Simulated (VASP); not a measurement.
# Si3Ge2Pt: single point with PBE

Si3Ge2Pt:

```
CELL_PARAMETERS angstrom
4.77618 0.00000 0.00000
-2.38809 4.13629 0.00000
0.00000 0.00000 5.57077
ATOMIC_POSITIONS crystal
Si 0.50000 0.00000 0.50000
Si 0.00000 0.50000 0.50000
Si 0.50000 0.50000 0.50000
Ge 0.33333 0.66667 0.00000
Ge 0.66667 0.33333 0.00000
Pt 0.00000 0.00000 0.00000
```

```
Program                : VASP 6.6.1
Task                   : single point
Functional             : PBE
Potentials or basis    : VASP PAW PBE potentials, release 64 (Si, Ge_d, Pt)
Cutoff                 : 520 eV
k mesh                 : 12 × 12 × 8
Occupations            : gaussian, width 0.1 eV
Spin                   : no spin polarisation
Dipole correction      : no
Further INCAR settings : ALGO = Normal; EDIFF = 1e-06; NBANDS = 34
```

```yaml
Pressure: -0.1 GPa
Band_gap_on_the_k_mesh: zero (band 25 reaches 8.29 eV, above the bottom of band 26 at 6.41 eV)
```

Levels at points of the mesh, in eV from the Fermi level:
```tsv
k point	band 21	band 22	band 23	band 24	band 25	band 26	band 27	band 28	band 29	band 30
(0.00, 0.00, 0.00)	-2.46	-2.10	-2.10	-1.64	0.68	1.37	1.62	1.62	1.96	1.96
(0.50, 0.00, 0.00)	-2.31	-2.09	-1.01	-0.99	0.02	1.76	2.05	2.09	2.64	3.84
(0.00, 0.00, 0.50)	-2.80	-1.07	-1.03	-1.03	-0.13	0.53	0.53	0.88	0.88	2.21
(0.50, 0.00, 0.50)	-1.97	-1.70	-0.80	-0.38	1.33	1.40	1.46	2.00	2.20	3.99
```

Wall time 7.2 min on 1 thread of Intel Xeon 6975P-C, with other jobs on the host, peak memory 0.46 GiB.

Caveat: spin-orbit coupling is left out, which moves the levels of the heavy elements.
